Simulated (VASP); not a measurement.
# Hf (Im-3m) in VASP: further runs, part 2 of 3

VASP 6.6.1.

## Step 3: Single point, PBEsol (volume scaled by 0.7)

INCAR reads:

```
PREC     = Accurate       # precision mode
ENCUT    = 520            # plane-wave cutoff, eV
EDIFF    = 1E-7           # SCF threshold, eV
ISMEAR   = -1             # smearing method
SIGMA    = 0.08           # smearing width, eV
LREAL    = F              # projectors in reciprocal space
LASPH    = T              # aspherical terms in the spheres
NELM     = 100            # most SCF steps
ALGO     = Normal         # electronic algorithm
ISIF     = 2              # what is computed and relaxed
LWAVE    = F              # write WAVECAR
LCHARG   = F              # write CHGCAR
GGA      = PS             # functional
NBANDS   = 11             # bands
```

KPOINTS reads:

```
Automatic mesh
0
Gamma
  15 15 15
```

POSCAR reads:

```
Hf
1.0
   -1.5505371687      1.5505371687      1.5505371687
    1.5505371687     -1.5505371687      1.5505371687
    1.5505371687      1.5505371687     -1.5505371687
Hf
1
Direct
    0.0000000000      0.0000000000      0.0000000000
```

Potentials or basis: VASP PAW PBE potentials, release 64 (Hf_pv).

The run is started by

```bash
> cat potpaw_PBE.64/Hf_pv/POTCAR > POTCAR
> mpirun -np 1 vasp_std > vasp.out
```

OUTCAR:

```text
PREC = Accurate
   ENCUT = 520
   EDIFF = 1E-7
   ISMEAR = -1
   LREAL = F
   LASPH = T
   NELM = 100
   ISIF = 2
   GGA = PS

 ion  position               nearest neighbor table
   1  0.000  0.000  0.000-

  LATTYP: Found a body centered cubic cell.
 ALAT       =     3.1010743374

  Lattice vectors:

 A1 = (  -1.5505371687,   1.5505371687,   1.5505371687)
 A2 = (   1.5505371687,  -1.5505371687,   1.5505371687)
 A3 = (   1.5505371687,   1.5505371687,  -1.5505371687)

Analysis of symmetry for initial positions (statically):
=====================================================================
 Subroutine PRICEL returns:
 Original cell was already a primitive cell.

 Routine SETGRP: Setting up the symmetry group for a
 body centered cubic supercell.

 Subroutine GETGRP returns: Found 48 space group operations
 (whereof 48 operations were pure point group operations)
 out of a pool of 48 trial point group operations.

The static configuration has the point symmetry O_h .

Analysis of symmetry for dynamics (positions and initial velocities):
=====================================================================
 Subroutine PRICEL returns:
 Original cell was already a primitive cell.

 Routine SETGRP: Setting up the symmetry group for a
 body centered cubic supercell.

 Subroutine GETGRP returns: Found 48 space group operations
 (whereof 48 operations were pure point group operations)
 out of a pool of 48 trial point group operations.

The dynamic configuration has the point symmetry O_h .

 Subroutine INISYM returns: Found 48 space group operations
 (whereof 48 operations are pure point group operations),
 and found     1 'primitive' translations

----------------------------------------------------------------------------------------

                                     Primitive cell

  volume of cell :      14.9110

  direct lattice vectors                    reciprocal lattice vectors
    -1.550537169  1.550537169  1.550537169     0.000000000  0.322468890  0.322468890
     1.550537169 -1.550537169  1.550537169     0.322468890  0.000000000  0.322468890
     1.550537169  1.550537169 -1.550537169     0.322468890  0.322468890  0.000000000

  length of vectors
     2.685609155  2.685609155  2.685609155     0.456039878  0.456039878  0.456039878

  position of ions in fractional coordinates (direct lattice)
     0.000000000  0.000000000  0.000000000

  ion indices of the primitive-cell ions
   primitive index   ion index
                 1           1

----------------------------------------------------------------------------------------

 KPOINTS: Automatic mesh

Automatic generation of k-mesh.
 Grid dimensions read from file:
 generate k-points for:   15   15   15

 Generating k-lattice:

  Cartesian coordinates                     Fractional coordinates (reciprocal lattice)
     0.000000000  0.021497926  0.021497926     0.066666667  0.000000000  0.000000000
     0.021497926  0.000000000  0.021497926     0.000000000  0.066666667  0.000000000
     0.021497926  0.021497926  0.000000000     0.000000000  0.000000000  0.066666667

  Length of vectors
     0.030402659  0.030402659  0.030402659

  Shift w.r.t. Gamma in fractional coordinates (k-lattice)
     0.000000000  0.000000000  0.000000000

 Subroutine IBZKPT returns following result:
 ===========================================

 Found    120 irreducible k-points:

 Following reciprocal coordinates:
            Coordinates               Weight
  0.000000  0.000000  0.000000      1.000000
  0.066667  0.000000  0.000000     12.000000
  0.133333  0.000000  0.000000     12.000000
  0.200000  0.000000  0.000000     12.000000
  0.266667  0.000000  0.000000     12.000000
  0.333333  0.000000  0.000000     12.000000
[... 16 lines left out ...]
  0.333333  0.200000  0.000000     48.000000
  0.400000  0.200000  0.000000     24.000000
 [... further k-points ...]
   k-points           NKPTS =    120   k-points in BZ     NKDIM =    120   number of bands    NBANDS=     11
   number of dos      NEDOS =    301   number of ions     NIONS =      1
   total plane-waves  NPLWV =   8000
   dimension x,y,z NGX =    20 NGY =   20 NGZ =   20
   dimension x,y,z NGXF=    40 NGYF=   40 NGZF=   40
   ions per type =               1
   NGX,Y,Z   is equivalent  to a cutoff of  12.38, 12.38, 12.38 a.u.
   NGXF,Y,Z  is equivalent  to a cutoff of  24.76, 24.76, 24.76 a.u.
 SYSTEM =  unknown system
   PREC   = accura    normal or accurate (medium, high low for compatibility)
   ISTART =      0    job   : 0-new  1-cont  2-samecut
   ICHARG =      2    charge: 1-file 2-atom 10-const
   ISPIN  =      1    spin polarized calculation?
   LNONCOLLINEAR =      F non collinear calculations
   LSORBIT =      F    spin-orbit coupling
   LASPH  =      T    aspherical Exc in radial PAW
   ENCUT  =  520.0 eV  38.22 Ry    6.18 a.u.   4.99  4.99  4.99*2*pi/ulx,y,z
   NELM   =    100;   NELMIN=  2; NELMDL= -5     # of ELM steps
   EDIFF  = 0.1E-06   stopping-criterion for ELM
   LREAL  =      F    real-space projection
   EDIFFG = 0.1E-05   stopping-criterion for IOM
   NSW    =      0    number of steps for IOM
   IBRION =     -1    ionic relax: 0-MD 1-quasi-New 2-CG
   NFREE  =      0    steps in history (QN), initial steepest desc. (CG)
   ISIF   =      2    stress and relaxation
   ISYM   =      2    0-nonsym 1-usesym 2-fastsym
   POTIM  = 0.5000    time-step for ionic-motion
   TEBEG  =    0.0;   TEEND  =   0.0 temperature during run
   PSTRESS=    0.0 pullay stress
   NELECT =      10.0000    total number of electrons
   NUPDOWN=      -1.0000    fix difference up-down
   EMIN   =  10.00;   EMAX   =-10.00  energy-range for DOS
   EFERMI =   0.00;   METHOD = LEGACY
   ISMEAR =    -1;   SIGMA  =   0.08  broadening in eV -4-tet -1-fermi 0-gaus
   EFERMI_NEDOS =   21; number of points for ismear=-14 and -15
   IALGO  =     38    algorithm
   IMIX   =      4    mixing-type and parameters
     AMIX     =   0.40;   BMIX     =  1.00
     AMIX_MAG =   1.60;   BMIX_MAG =  1.00
  volume/ion in A,a.u.               =      14.91       100.62
  Fermi-wavevector in a.u.,A,eV,Ry     =   1.432977  2.707934 27.938530  2.053424
  Thomas-Fermi vector in A             =   2.552546
   LORBIT       =      0    0 simple, 1 ext, 2 COOP (PROOUT), +10 PAW based schemes
   GGA     = PS    functional components
   LHFCALC =     F    Hartree Fock is set to
   AEXX    =    0.0000 exact exchange contribution
   IVDW    =     0    specifies the selected vdW correction
   LEPSILON=     F    determine dielectric tensor
   LRPA    =     F    only Hartree local field effects (RPA)
 non-spin polarized calculation
  energy-cutoff  :      520.00
  volume of cell :       14.91
 maximum number of plane-waves:       414
   NGX =  9   NGY =  9   NGZ =  9

 number of electron      10.0000003 magnetization

 Free energy of the ion-electron system (eV)
  ---------------------------------------------------
  ext. energy  EPLUGINS =         0.00000000
  ---------------------------------------------------
  free energy    TOTEN  =        -9.32768277 eV

  energy without entropy =       -9.31171043  energy(sigma->0) =       -9.31969660

 E-fermi :   7.5097     XC(G=0): -13.3897

 val. band max:        7.4665295455   @ k =   0.2000   0.0667   0.0667
 cond. band min:       7.5176774040   @ k =   0.2000   0.2000   0.0000
 fundamental gap:      0.0511478585
 Fermi energy:         7.5097090503

 k-point     1 :       0.0000    0.0000    0.0000
  band No.  band energies     occupation
      1     -20.6705      2.00000
      2     -20.6705      2.00000
      3     -20.6705      2.00000
      4      -0.5170      2.00000
      5       9.1831      0.00000
      6       9.1831      0.00000
      7       9.1831      0.00000
      8      13.3150      0.00000
      9      13.3150      0.00000
     10      22.0583      0.00000
     11      22.9428      0.00000

 k-point     2 :       0.0667    0.0000    0.0000
  band No.  band energies     occupation
      1     -20.8177      2.00000
      2     -20.7107      2.00000
      3     -20.6725      2.00000
      4      -0.2332      2.00000
      5       8.9819      0.00000
      6       9.1143      0.00000
      7       9.4560      0.00000
      8      12.9503      0.00000
      9      13.2975      0.00000
     10      22.0581      0.00000
     11      23.2328      0.00000
[... 295 lines left out ...]
 k-point    24 :       0.4000    0.2000    0.0000
  band No.  band energies     occupation
      1     -23.1879      2.00000
      2     -22.0043      2.00000
      3     -20.9810      2.00000
      4       4.1361      2.00000
      5       6.3671      2.00000
      6       8.9360      0.00000
      7      13.1537      0.00000
      8      15.4075      0.00000
      9      21.3092      0.00000
     10      21.3896      0.00000
     11      22.2009      0.00000

 [... further k-points ...]
[... 5 lines left out ...]
  --------------------------------------------------------------------------------------
  -------------------------------------------------------------------------------------
  Total        6.2519443      6.2519443      6.2519443      0.0000000      0.0000000     -0.0000000
  in kB      671.7677413    671.7677413    671.7677413      0.0000000      0.0000000     -0.0000000
  external PRESSURE =     671.7677413 kB  Pullay stress =       0.0000000 kB

 VOLUME and BASIS-vectors are now :
 -----------------------------------------------------------------------------
  energy-cutoff  :      520.00
  volume of cell :       14.91
      direct lattice vectors                 reciprocal lattice vectors
    -1.550537169  1.550537169  1.550537169     0.000000000  0.322468890  0.322468890
     1.550537169 -1.550537169  1.550537169     0.322468890  0.000000000  0.322468890
     1.550537169  1.550537169 -1.550537169     0.322468890  0.322468890  0.000000000

 POSITION                                       TOTAL-FORCE (eV/Angst)
 -----------------------------------------------------------------------------------
      0.00000      0.00000      0.00000        -0.000000     -0.000000      0.000000
 -----------------------------------------------------------------------------------
    total drift:                                0.000000     -0.000000      0.000000

  FREE ENERGIE OF THE ION-ELECTRON SYSTEM (eV)
  ---------------------------------------------------
  free  energy   TOTEN  =        -9.3276827679 eV

  energy  without entropy=       -9.3117104329  energy(sigma->0) =       -9.31969660
```

Run time: 15 s. Hardware: 1 thread of AMD EPYC 7R13 (Zen 3), shared host; peak memory 0.11 GiB.

Results:

* Free energy: -9.3277 eV
* Pressure: 67.2 GPa
* Band gap on the k mesh: zero (band 5 reaches 9.18 eV, above the bottom of band 6 at 6.60 eV)

Caveat: the PAW data sets were made with another functional, which shifts forces and pressure a little; spin-orbit coupling is left out, which moves the levels of the heavy elements.

## Step 4: Single point, PBEsol (volume scaled by 0.8)

INCAR reads:

```
SYSTEM = Hf
PREC = Accurate
ENCUT = 520
EDIFF = 1E-6
ISMEAR = -1
SIGMA = 0.08
LREAL = .False.
LASPH = .True.
NELM = 100
ALGO = Normal
ISIF = 2
LWAVE = .False.
LCHARG = .False.
GGA = PS
NBANDS = 11
```

KPOINTS reads:

```
regular mesh
0
Gamma
  15 15 15
  0 0 0
```

POSCAR reads:

```
Hf
1.0
   -1.6211112900      1.6211112900      1.6211112900
    1.6211112900     -1.6211112900      1.6211112900
    1.6211112900      1.6211112900     -1.6211112900
Hf
1
Direct
    0.0000000000      0.0000000000      0.0000000000
```

Potentials or basis: VASP PAW PBE potentials, release 64 (Hf_pv).

The run is started by

```bash
> cat potpaw_PBE.64/Hf_pv/POTCAR > POTCAR
> mpirun -np 1 vasp_std > vasp.out
```

OUTCAR:

```text
SYSTEM = Hf
   PREC = Accurate
   ENCUT = 520
   EDIFF = 1E-6
   ISMEAR = -1
   LREAL = .False.
   LASPH = .True.
   NELM = 100
   ISIF = 2
   GGA = PS

 ion  position               nearest neighbor table
   1  0.000  0.000  0.000-

  LATTYP: Found a body centered cubic cell.
 ALAT       =     3.2422225800

  Lattice vectors:

 A1 = (  -1.6211112900,   1.6211112900,   1.6211112900)
 A2 = (   1.6211112900,  -1.6211112900,   1.6211112900)
 A3 = (   1.6211112900,   1.6211112900,  -1.6211112900)

Analysis of symmetry for initial positions (statically):
=====================================================================
 Subroutine PRICEL returns:
 Original cell was already a primitive cell.

 Routine SETGRP: Setting up the symmetry group for a
 body centered cubic supercell.

 Subroutine GETGRP returns: Found 48 space group operations
 (whereof 48 operations were pure point group operations)
 out of a pool of 48 trial point group operations.

The static configuration has the point symmetry O_h .

Analysis of symmetry for dynamics (positions and initial velocities):
=====================================================================
 Subroutine PRICEL returns:
 Original cell was already a primitive cell.

 Routine SETGRP: Setting up the symmetry group for a
 body centered cubic supercell.

 Subroutine GETGRP returns: Found 48 space group operations
 (whereof 48 operations were pure point group operations)
 out of a pool of 48 trial point group operations.

The dynamic configuration has the point symmetry O_h .

 Subroutine INISYM returns: Found 48 space group operations
 (whereof 48 operations are pure point group operations),
 and found     1 'primitive' translations

----------------------------------------------------------------------------------------

                                     Primitive cell

[... 105 lines left out ...]
   IALGO  =     38    algorithm
   IMIX   =      4    mixing-type and parameters
     AMIX     =   0.40;   BMIX     =  1.00
     AMIX_MAG =   1.60;   BMIX_MAG =  1.00
  volume/ion in A,a.u.               =      17.04       115.00
  Fermi-wavevector in a.u.,A,eV,Ry     =   1.370594  2.590046 25.558906  1.878527
  Thomas-Fermi vector in A             =   2.496366
   LORBIT       =      0    0 simple, 1 ext, 2 COOP (PROOUT), +10 PAW based schemes
   GGA     = PS    functional components
   LHFCALC =     F    Hartree Fock is set to
   AEXX    =    0.0000 exact exchange contribution
   IVDW    =     0    specifies the selected vdW correction
   LEPSILON=     F    determine dielectric tensor
   LRPA    =     F    only Hartree local field effects (RPA)
 non-spin polarized calculation
  energy-cutoff  :      520.00
  volume of cell :       17.04
 maximum number of plane-waves:       472
 NGX is ok and might be reduce to    24
   NGX = 11   NGY = 11   NGZ = 11

 number of electron      10.0000000 magnetization

 Free energy of the ion-electron system (eV)
  ---------------------------------------------------
  ext. energy  EPLUGINS =         0.00000000
  ---------------------------------------------------
  free energy    TOTEN  =        -9.97350365 eV

  energy without entropy =       -9.94611102  energy(sigma->0) =       -9.95980734

 E-fermi :   6.4114     XC(G=0): -12.6976

 val. band max:        6.4024857862   @ k =   0.2000   0.0667   0.0667
 cond. band min:       6.4409148165   @ k =   0.2667   0.2000   0.1333
 fundamental gap:      0.0384290303
 Fermi energy:         6.4113718850

 k-point     1 :       0.0000    0.0000    0.0000
  band No.  band energies     occupation
      1     -22.3050      2.00000
      2     -22.3050      2.00000
      3     -22.3050      2.00000
      4      -1.4058      2.00000
      5       8.0617      0.00000
      6       8.0617      0.00000
      7       8.0617      0.00000
      8      11.7174      0.00000
      9      11.7174      0.00000
     10      20.5856      0.00000
     11      21.0974      0.00000
[... 309 lines left out ...]
 k-point    24 :       0.4000    0.2000    0.0000
  band No.  band energies     occupation
      1     -24.0213      2.00000
      2     -23.2101      2.00000
      3     -22.5110      2.00000
      4       3.3973      2.00000
      5       5.4876      1.99998
      6       7.2685      0.00004
      7      11.4803      0.00000
      8      13.3183      0.00000
      9      18.3510      0.00000
     10      18.3552      0.00000
     11      20.6135      0.00000

 [... further k-points ...]
[... 5 lines left out ...]
  --------------------------------------------------------------------------------------
  -------------------------------------------------------------------------------------
  Total        3.5598572      3.5598572      3.5598572     -0.0000000      0.0000000     -0.0000000
  in kB      334.6914999    334.6914999    334.6914999     -0.0000000      0.0000000     -0.0000000
  external PRESSURE =     334.6914999 kB  Pullay stress =       0.0000000 kB

 VOLUME and BASIS-vectors are now :
 -----------------------------------------------------------------------------
  energy-cutoff  :      520.00
  volume of cell :       17.04
      direct lattice vectors                 reciprocal lattice vectors
    -1.621111290  1.621111290  1.621111290     0.000000000  0.308430398  0.308430398
     1.621111290 -1.621111290  1.621111290     0.308430398  0.000000000  0.308430398
     1.621111290  1.621111290 -1.621111290     0.308430398  0.308430398  0.000000000

 POSITION                                       TOTAL-FORCE (eV/Angst)
 -----------------------------------------------------------------------------------
      0.00000      0.00000      0.00000         0.000000      0.000000     -0.000000
 -----------------------------------------------------------------------------------
    total drift:                               -0.000000     -0.000000      0.000000

  FREE ENERGIE OF THE ION-ELECTRON SYSTEM (eV)
  ---------------------------------------------------
  free  energy   TOTEN  =        -9.9735036522 eV

  energy  without entropy=       -9.9461110223  energy(sigma->0) =       -9.95980734
```

OSZICAR:

```text
N       E                     dE             d eps       ncg     rms          rms(c)
DAV:   1     0.138759611197E+02    0.13876E+02   -0.58926E+03  2688   0.883E+02
DAV:   2    -0.978471967109E+01   -0.23661E+02   -0.22797E+02  3198   0.163E+02
DAV:   3    -0.102122203687E+02   -0.42750E+00   -0.42245E+00  3212   0.149E+01
DAV:   4    -0.102132499135E+02   -0.10295E-02   -0.10294E-02  2941   0.884E-01
DAV:   5    -0.102132530595E+02   -0.31460E-05   -0.31450E-05  3144   0.435E-02    0.508E+01
DAV:   6    -0.100399961171E+02    0.17326E+00   -0.13066E-01  3069   0.267E+00    0.301E+01
DAV:   7    -0.997584527434E+01    0.64151E-01   -0.19848E-01  3036   0.320E+00    0.125E+00
DAV:   8    -0.997347981802E+01    0.23655E-02   -0.11134E-02  2963   0.781E-01    0.939E-02
DAV:   9    -0.997350245560E+01   -0.22638E-04   -0.16649E-04  3065   0.106E-01    0.313E-02
DAV:  10    -0.997350369846E+01   -0.12429E-05   -0.75319E-06  2990   0.215E-02    0.182E-02
DAV:  11    -0.997350365225E+01    0.46211E-07   -0.87896E-07  1703   0.753E-03
   1 F= -.99735037E+01 E0= -.99598073E+01  d E =-.273926E-01
```

Wall time 21 s (1 thread of AMD EPYC 7R13 (Zen 3), shared host); peak memory 0.12 GiB.

Results:

```
Free energy            : -9.9735 eV
Pressure               : 33.5 GPa
Band gap on the k mesh : zero (band 5 reaches 8.06 eV, above the bottom of band 6 at 5.58 eV)
```

Levels at points of the mesh, in eV from the Fermi level:
```csv
k point,band 3,band 4,band 5,band 6,band 7,band 8
"(0.00, 0.00, 0.00)",-28.72,-7.82,1.65,1.65,1.65,5.31
```

Caveat: the PAW data sets were made with another functional, which shifts forces and pressure a little; spin-orbit coupling is left out, which moves the levels of the heavy elements.

[end of part 2 of 3]
